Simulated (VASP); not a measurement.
# GaAs (rocksalt type) (Fm-3m) in VASP: a series of runs, part 2 of 2

VASP 6.6.1.

### Step 3. Single point, PBEsol

This run uses another cell than the first one, of 18.65 Å³/atom, 1.818 times its volume.

Input file INCAR:

```
SYSTEM = GaAs
ALGO     = Normal         ! electronic algorithm
EDIFF    = 1E-7           ! SCF threshold, eV
ENCUT    = 520            ! plane-wave cutoff, eV
GGA      = PS             ! functional
ISIF     = 2              ! what is computed and relaxed
ISMEAR   = -1             ! smearing method
LASPH    = .True.         ! aspherical terms in the spheres
LCHARG   = .True.         ! write CHGCAR
LELF     = .True.         ! ELF
LREAL    = .False.        ! projectors in reciprocal space
LVHAR    = .True.       
LWAVE    = .False.        ! write WAVECAR
NBANDS   = 16             ! bands
NELM     = 60             ! most SCF steps
PREC     = Accurate       ! precision mode
SIGMA    = 0.08           ! smearing width, eV
```

Input file KPOINTS:

```
k-points
0
Gamma
  13 13 13
  0 0 0
```

Input file POSCAR:

```
GaAs
1.0
    0.0000000000      2.6521043902      2.6521043902
    2.6521043902      0.0000000000      2.6521043902
    2.6521043902      2.6521043902      0.0000000000
Ga As
1 1
Direct
    0.0000000000      0.0000000000      0.0000000000
    0.5000000000      0.5000000000      0.5000000000
```

Potentials or basis: VASP PAW PBE potentials, release 64 (Ga_d, As).

Started as:

```bash
$ cat potpaw_PBE.64/Ga_d/POTCAR potpaw_PBE.64/As/POTCAR > POTCAR
$ mpirun -np 1 vasp_std > vasp.out
```

OUTCAR:

```text
SYSTEM = GaAs
   EDIFF = 1E-7
   ENCUT = 520
   GGA = PS
   ISIF = 2
   ISMEAR = -1
   LASPH = .True.
   LREAL = .False.
   NELM = 60
   PREC = Accurate

 ion  position               nearest neighbor table
   1  0.000  0.000  0.000-   2 2.65   2 2.65   2 2.65   2 2.65   2 2.65   2 2.65
   2  0.500  0.500  0.500-   1 2.65   1 2.65   1 2.65   1 2.65   1 2.65   1 2.65

  LATTYP: Found a face centered cubic cell.
 ALAT       =     5.3042087804

  Lattice vectors:

 A1 = (   0.0000000000,   2.6521043902,   2.6521043902)
 A2 = (   2.6521043902,   0.0000000000,   2.6521043902)
 A3 = (   2.6521043902,   2.6521043902,   0.0000000000)

Analysis of symmetry for initial positions (statically):
=====================================================================
 Subroutine PRICEL returns:
 Original cell was already a primitive cell.

 Routine SETGRP: Setting up the symmetry group for a
 face centered cubic supercell.

 Subroutine GETGRP returns: Found 48 space group operations
 (whereof 48 operations were pure point group operations)
 out of a pool of 48 trial point group operations.

The static configuration has the point symmetry O_h .

Analysis of symmetry for dynamics (positions and initial velocities):
=====================================================================
 Subroutine PRICEL returns:
 Original cell was already a primitive cell.

 Routine SETGRP: Setting up the symmetry group for a
 face centered cubic supercell.

 Subroutine GETGRP returns: Found 48 space group operations
 (whereof 48 operations were pure point group operations)
 out of a pool of 48 trial point group operations.

The dynamic configuration has the point symmetry O_h .

 Subroutine INISYM returns: Found 48 space group operations
 (whereof 48 operations are pure point group operations),
 and found     1 'primitive' translations

----------------------------------------------------------------------------------------

                                     Primitive cell

  volume of cell :      37.3080

  direct lattice vectors                    reciprocal lattice vectors
     0.000000000  2.652104390  2.652104390    -0.188529532  0.188529532  0.188529532
     2.652104390  0.000000000  2.652104390     0.188529532 -0.188529532  0.188529532
     2.652104390  2.652104390  0.000000000     0.188529532  0.188529532 -0.188529532

  length of vectors
     3.750641997  3.750641997  3.750641997     0.326542728  0.326542728  0.326542728

  position of ions in fractional coordinates (direct lattice)
     0.000000000  0.000000000  0.000000000
     0.500000000  0.500000000  0.500000000

  ion indices of the primitive-cell ions
   primitive index   ion index
                 1           1
                 2           2

----------------------------------------------------------------------------------------

 KPOINTS: k-points

Automatic generation of k-mesh.
 Grid dimensions read from file:
 generate k-points for:   13   13   13

 Generating k-lattice:

  Cartesian coordinates                     Fractional coordinates (reciprocal lattice)
    -0.014502272  0.014502272  0.014502272     0.076923077  0.000000000  0.000000000
     0.014502272 -0.014502272  0.014502272     0.000000000  0.076923077  0.000000000
     0.014502272  0.014502272 -0.014502272     0.000000000  0.000000000  0.076923077

  Length of vectors
     0.025118671  0.025118671  0.025118671

  Shift w.r.t. Gamma in fractional coordinates (k-lattice)
     0.000000000  0.000000000  0.000000000

 Subroutine IBZKPT returns following result:
 ===========================================

 Found     84 irreducible k-points:

 Following reciprocal coordinates:
            Coordinates               Weight
  0.000000  0.000000  0.000000      1.000000
  0.076923  0.000000  0.000000      8.000000
  0.153846  0.000000  0.000000      8.000000
  0.230769  0.000000  0.000000      8.000000
  0.307692  0.000000  0.000000      8.000000
  0.384615  0.000000  0.000000      8.000000
[... 16 lines left out ...]
  0.384615  0.153846  0.000000     24.000000
  0.461538  0.153846  0.000000     24.000000
 [... further k-points ...]
   k-points           NKPTS =     84   k-points in BZ     NKDIM =     84   number of bands    NBANDS=     16
   number of dos      NEDOS =    301   number of ions     NIONS =      2
   total plane-waves  NPLWV =  21952
   dimension x,y,z NGX =    28 NGY =   28 NGZ =   28
   dimension x,y,z NGXF=    56 NGYF=   56 NGZF=   56
   ions per type =               1   1
   NGX,Y,Z   is equivalent  to a cutoff of  12.41, 12.41, 12.41 a.u.
   NGXF,Y,Z  is equivalent  to a cutoff of  24.82, 24.82, 24.82 a.u.
 SYSTEM =  GaAs
   PREC   = accura    normal or accurate (medium, high low for compatibility)
   ISTART =      0    job   : 0-new  1-cont  2-samecut
   ICHARG =      2    charge: 1-file 2-atom 10-const
   ISPIN  =      1    spin polarized calculation?
   LNONCOLLINEAR =      F non collinear calculations
   LSORBIT =      F    spin-orbit coupling
   LASPH  =      T    aspherical Exc in radial PAW
   ENCUT  =  520.0 eV  38.22 Ry    6.18 a.u.   6.97  6.97  6.97*2*pi/ulx,y,z
   NELM   =     60;   NELMIN=  2; NELMDL= -5     # of ELM steps
   EDIFF  = 0.1E-06   stopping-criterion for ELM
   LREAL  =      F    real-space projection
   EDIFFG = 0.1E-05   stopping-criterion for IOM
   NSW    =      0    number of steps for IOM
   IBRION =     -1    ionic relax: 0-MD 1-quasi-New 2-CG
   NFREE  =      0    steps in history (QN), initial steepest desc. (CG)
   ISIF   =      2    stress and relaxation
   ISYM   =      2    0-nonsym 1-usesym 2-fastsym
   POTIM  = 0.5000    time-step for ionic-motion
   TEBEG  =    0.0;   TEEND  =   0.0 temperature during run
   PSTRESS=    0.0 pullay stress
   NELECT =      18.0000    total number of electrons
   NUPDOWN=      -1.0000    fix difference up-down
   EMIN   =  10.00;   EMAX   =-10.00  energy-range for DOS
   EFERMI =   0.00;   METHOD = LEGACY
   ISMEAR =    -1;   SIGMA  =   0.08  broadening in eV -4-tet -1-fermi 0-gaus
   EFERMI_NEDOS =   21; number of points for ismear=-14 and -15
   IALGO  =     38    algorithm
   IMIX   =      4    mixing-type and parameters
     AMIX     =   0.40;   BMIX     =  1.00
     AMIX_MAG =   1.60;   BMIX_MAG =  1.00
  volume/ion in A,a.u.               =      18.65       125.88
  Fermi-wavevector in a.u.,A,eV,Ry     =   1.284000  2.426408 22.431330  1.648656
  Thomas-Fermi vector in A             =   2.416220
   LORBIT       =      0    0 simple, 1 ext, 2 COOP (PROOUT), +10 PAW based schemes
   GGA     = PS    functional components
   LHFCALC =     F    Hartree Fock is set to
   AEXX    =    0.0000 exact exchange contribution
   IVDW    =     0    specifies the selected vdW correction
   LEPSILON=     F    determine dielectric tensor
   LRPA    =     F    only Hartree local field effects (RPA)
 non-spin polarized calculation
  energy-cutoff  :      520.00
  volume of cell :       37.31
 maximum number of plane-waves:      1019
   NGX = 13   NGY = 13   NGZ = 13

 number of electron      17.9999986 magnetization

 Free energy of the ion-electron system (eV)
  ---------------------------------------------------
  ext. energy  EPLUGINS =         0.00000000
  ---------------------------------------------------
  free energy    TOTEN  =        -8.56513419 eV

  energy without entropy =       -8.54034795  energy(sigma->0) =       -8.55274107

 E-fermi :   5.5709     XC(G=0): -10.9668

 val. band max:        5.5697041300   @ k =   0.3846   0.1538   0.0769
 cond. band min:       5.5787362291   @ k =   0.4615   0.2308   0.0000
 fundamental gap:      0.0090320991
 Fermi energy:         5.5709279680

 k-point     1 :       0.0000    0.0000    0.0000
  band No.  band energies     occupation
      1      -9.1638      2.00000
      2      -9.1638      2.00000
      3      -9.1416      2.00000
      4      -9.1416      2.00000
      5      -9.1416      2.00000
      6      -7.8908      2.00000
[... 8 lines left out ...]
     15      13.4129      0.00000
     16      13.4129      0.00000

 k-point     2 :       0.0769    0.0000    0.0000
  band No.  band energies     occupation
      1      -9.1655      2.00000
      2      -9.1655      2.00000
      3      -9.1419      2.00000
      4      -9.1400      2.00000
      5      -9.1400      2.00000
      6      -7.8077      2.00000
[... 8 lines left out ...]
     15      13.2137      0.00000
     16      13.3977      0.00000
[... 387 lines left out ...]
      5      -9.1082      2.00000
      6      -6.1192      2.00000
[... 8 lines left out ...]
     15      17.8959      0.00000
     16      18.2542      0.00000

 k-point    24 :       0.4615    0.1538    0.0000
  band No.  band energies     occupation
      1      -9.2375      2.00000
      2      -9.1835      2.00000
      3      -9.1468      2.00000
      4      -9.1169      2.00000
      5      -9.1039      2.00000
      6      -5.5359      2.00000
[... 8 lines left out ...]
     15      19.1468      0.00000
     16      19.5728      0.00000

 [... further k-points ...]
[... 5 lines left out ...]
  --------------------------------------------------------------------------------------
  -------------------------------------------------------------------------------------
  Total        0.0573423      0.0573423      0.0573423     -0.0000000     -0.0000000      0.0000000
  in kB        2.4625445      2.4625445      2.4625445     -0.0000000     -0.0000000      0.0000000
  external PRESSURE =       2.4625445 kB  Pullay stress =       0.0000000 kB

 VOLUME and BASIS-vectors are now :
 -----------------------------------------------------------------------------
  energy-cutoff  :      520.00
  volume of cell :       37.31
      direct lattice vectors                 reciprocal lattice vectors
     0.000000000  2.652104390  2.652104390    -0.188529532  0.188529532  0.188529532
     2.652104390  0.000000000  2.652104390     0.188529532 -0.188529532  0.188529532
     2.652104390  2.652104390  0.000000000     0.188529532  0.188529532 -0.188529532

 POSITION                                       TOTAL-FORCE (eV/Angst)
 -----------------------------------------------------------------------------------
      0.00000      0.00000      0.00000         0.000000      0.000000      0.000000
      2.65210      2.65210      2.65210        -0.000000      0.000000     -0.000000
 -----------------------------------------------------------------------------------
    total drift:                               -0.000000     -0.000000      0.000000

  FREE ENERGIE OF THE ION-ELECTRON SYSTEM (eV)
  ---------------------------------------------------
  free  energy   TOTEN  =        -8.5651341913 eV

  energy  without entropy=       -8.5403479465  energy(sigma->0) =       -8.55274107
```

It took 38 s on 1 thread of Intel Xeon Platinum 8488C (Sapphire Rapids), shared host; peak memory 0.19 GiB.

What came out:

```
Free energy            : -8.5651 eV
Pressure               : 0.2 GPa
Band gap on the k mesh : zero (band 9 reaches 6.24 eV, above the bottom of band 10 at 2.93 eV)
```

Levels at points of the mesh, in eV from the Fermi level:
```
           k point  band 7  band 8  band 9  band 10  band 11  band 12
(0.00, 0.00, 0.00)    0.07    0.07    0.07     0.30     7.33     7.33
```

Caveat: the PAW data sets were made with another functional, which shifts forces and pressure a little.

### Step 4. Single point, PBEsol

This run uses another cell than the first one, of 18.65 Å³/atom, 1.818 times its volume.

Input file INCAR:

```
ALGO = Normal ; EDIFF = 1E-6
ENCUT = 520 ; GGA = PS
ISIF = 2 ; ISMEAR = -1
LASPH = True ; LCHARG = False
LREAL = False ; LWAVE = False
NBANDS = 16 ; NELM = 100
PREC = Accurate ; SIGMA = 0.08
```

Input file KPOINTS:

```
k-points
0
Gamma
  13 13 13
```

POSCAR is that of step 3.

Potentials or basis: VASP PAW PBE potentials, release 64 (Ga_d, As).

Started as:

```bash
$ cat potpaw_PBE.64/Ga_d/POTCAR potpaw_PBE.64/As/POTCAR > POTCAR
$ mpirun -np 1 vasp_std > vasp.out
```

OUTCAR:

```text
EDIFF = 1E-6
   ENCUT = 520
   GGA = PS
   ISIF = 2
   ISMEAR = -1
   LASPH = True
   LREAL = False
   NELM = 100
   PREC = Accurate

 ion  position               nearest neighbor table
   1  0.000  0.000  0.000-   2 2.65   2 2.65   2 2.65   2 2.65   2 2.65   2 2.65
   2  0.500  0.500  0.500-   1 2.65   1 2.65   1 2.65   1 2.65   1 2.65   1 2.65

  LATTYP: Found a face centered cubic cell.
 ALAT       =     5.3042087804

  Lattice vectors:

 A1 = (   0.0000000000,   2.6521043902,   2.6521043902)
 A2 = (   2.6521043902,   0.0000000000,   2.6521043902)
 A3 = (   2.6521043902,   2.6521043902,   0.0000000000)

Analysis of symmetry for initial positions (statically):
=====================================================================
 Subroutine PRICEL returns:
 Original cell was already a primitive cell.

 Routine SETGRP: Setting up the symmetry group for a
 face centered cubic supercell.

 Subroutine GETGRP returns: Found 48 space group operations
 (whereof 48 operations were pure point group operations)
 out of a pool of 48 trial point group operations.

The static configuration has the point symmetry O_h .

[... 153 lines left out ...]
  ext. energy  EPLUGINS =         0.00000000
  ---------------------------------------------------
  free energy    TOTEN  =        -8.56513434 eV

  energy without entropy =       -8.54034726  energy(sigma->0) =       -8.55274080

 E-fermi :   5.5708     XC(G=0): -10.9668

 val. band max:        5.5695284308   @ k =   0.3846   0.1538   0.0769
 cond. band min:       5.5787701635   @ k =   0.4615   0.2308   0.0000
 fundamental gap:      0.0092417326
 Fermi energy:         5.5708142545

 k-point     1 :       0.0000    0.0000    0.0000
  band No.  band energies     occupation
      1      -9.1633      2.00000
      2      -9.1633      2.00000
      3      -9.1411      2.00000
      4      -9.1411      2.00000
      5      -9.1411      2.00000
      6      -7.8910      2.00000
[... 433 lines left out ...]
      3      -9.1462      2.00000
      4      -9.1163      2.00000
      5      -9.1033      2.00000
      6      -5.5361      2.00000
[... 8 lines left out ...]
     15      19.1467      0.00000
     16      19.5727      0.00000

 [... further k-points ...]
[... 5 lines left out ...]
  --------------------------------------------------------------------------------------
  -------------------------------------------------------------------------------------
  Total        0.0431706      0.0431706      0.0431706     -0.0000000     -0.0000000      0.0000000
  in kB        1.8539445      1.8539445      1.8539445     -0.0000000     -0.0000000      0.0000000
  external PRESSURE =       1.8539445 kB  Pullay stress =       0.0000000 kB

 VOLUME and BASIS-vectors are now :
 -----------------------------------------------------------------------------
  energy-cutoff  :      520.00
  volume of cell :       37.31
      direct lattice vectors                 reciprocal lattice vectors
     0.000000000  2.652104390  2.652104390    -0.188529532  0.188529532  0.188529532
     2.652104390  0.000000000  2.652104390     0.188529532 -0.188529532  0.188529532
     2.652104390  2.652104390  0.000000000     0.188529532  0.188529532 -0.188529532

 POSITION                                       TOTAL-FORCE (eV/Angst)
 -----------------------------------------------------------------------------------
      0.00000      0.00000      0.00000        -0.000000      0.000000     -0.000000
      2.65210      2.65210      2.65210         0.000000     -0.000000      0.000000
 -----------------------------------------------------------------------------------
    total drift:                               -0.000000      0.000000      0.000000

  FREE ENERGIE OF THE ION-ELECTRON SYSTEM (eV)
  ---------------------------------------------------
  free  energy   TOTEN  =        -8.5651343416 eV

  energy  without entropy=       -8.5403472578  energy(sigma->0) =       -8.55274080
```

Run time: 26 s. Hardware: 1 thread of Intel Xeon Platinum 8488C (Sapphire Rapids), shared host; peak memory 0.19 GiB.

Results:

| Quantity | Value |
| --- | --- |
| Free energy | -8.5651 eV |
| Pressure | 0.2 GPa |
| Band gap on the k mesh | zero (band 9 reaches 6.24 eV, above the bottom of band 10 at 2.93 eV) |

Caveat: the PAW data sets were made with another functional, which shifts forces and pressure a little.

### Step 5. Relaxation of cell and atoms, PBEsol

This run uses another cell than the first one, of 15.80 Å³/atom, 1.540 times its volume.

Input file INCAR:

```
SYSTEM = GaAs
PREC = Accurate ; ENCUT = 600
EDIFF = 1E-6 ; ISMEAR = -1
SIGMA = 0.08 ; LREAL = .False.
LASPH = .True. ; NELM = 60
ALGO = Normal ; ISIF = 3
LWAVE = .False. ; LCHARG = .False.
GGA = PS ; IBRION = 2
NSW = 60 ; EDIFFG = -0.005
```

Input file KPOINTS:

```
Automatic mesh
0
Gamma
  13 13 13
  0 0 0
```

Input file POSCAR:

```
GaAs
1.0
    0.0000000000      2.5094205343      2.5094205343
    2.5094205343      0.0000000000      2.5094205343
    2.5094205343      2.5094205343      0.0000000000
Ga As
1 1
Direct
    0.0000000000      0.0000000000      0.0000000000
    0.5000000000      0.5000000000      0.5000000000
```

Started as:

```bash
$ cat potpaw_PBE.64/Ga_d/POTCAR potpaw_PBE.64/As/POTCAR > POTCAR
$ mpirun -np 1 vasp_std > vasp.out
```

Wall time 69 s (1 thread of Intel Xeon Platinum 8488C (Sapphire Rapids), shared host); peak memory 0.19 GiB.

It converged, with:

| Quantity | Value |
| --- | --- |
| Free energy | -8.5644 eV |
| Relaxed volume | 18.71 Å³/atom |
| Relaxed cell | a = 3.755 Å, b = 3.755 Å, c = 3.755 Å, α = 60.00°, β = 60.00°, γ = 60.00° |
| Space group after relaxing (to 0.05 Å) | Fm-3m (No. 225) |
| Energy gained by relaxing | 159.1 meV/atom |
| Ionic steps | 3 |
| Pressure after relaxing | 0.0 GPa |
| Band gap on the k mesh | zero (band 9 reaches 6.21 eV, above the bottom of band 10 at 2.91 eV) |

The path:
| step | energy change (eV) | largest force (eV/Å) | pressure (GPa) | volume (Å³) |
| --- | --- | --- | --- | --- |
| 1 | 0.0000 | 0.0000 | 20.57 | 31.60 |
| 2 | -0.2112 | 0.0000 | -7.02 | 41.82 |
| 3 | -0.3181 | 0.0000 | -0.02 | 37.42 |

Final structure:
```yaml
crystal:
  lattice:
    - [0.00000, 2.65484, 2.65484]
    - [2.65484, 0.00000, 2.65484]
    - [2.65484, 2.65484, 0.00000]
  atoms:
    - { symbol: Ga, position: [0.00000, 0.00000, 0.00000] }
    - { symbol: As, position: [0.50000, 0.50000, 0.50000] }
```

Levels at points of the mesh, in eV from the Fermi level:
| k point | band 7 | band 8 | band 9 | band 10 | band 11 | band 12 |
| --- | --- | --- | --- | --- | --- | --- |
| (0.00, 0.00, 0.00) | 0.07 | 0.07 | 0.07 | 0.28 | 7.33 | 7.33 |

Caveat: the volume moved by over 15 % at a fixed basis, so the end points are rough; the PAW data sets were made with another functional, which shifts forces and pressure a little.

### Step 6. Overview

```csv
task,cell,cutoff (eV),gap on the mesh (eV),pressure (GPa)
single point,"a = 3.073 Å, angles 60.0°, 2 atoms",520,none,194.9
single point,"a = 3.751 Å, angles 60.0°, 2 atoms",520,none,0.2
relaxation of cell and atoms,"relaxed from a = 3.549 Å, angles 60.0°, 2 atoms",600,none,0.0
```

Alike in all rows: level PBEsol; potentials or basis VASP PAW PBE potentials, release 64 (Ga_d, As); no spin polarisation; k mesh 13 × 13 × 13; smearing fermi-dirac 0.08 eV.

Caveats: the PAW data sets were made with another functional, which shifts forces and pressure a little; the volume moved by over 15 % at a fixed basis, so the end points are rough (some runs).

Absolute energies hang on the potentials; compare differences alone.
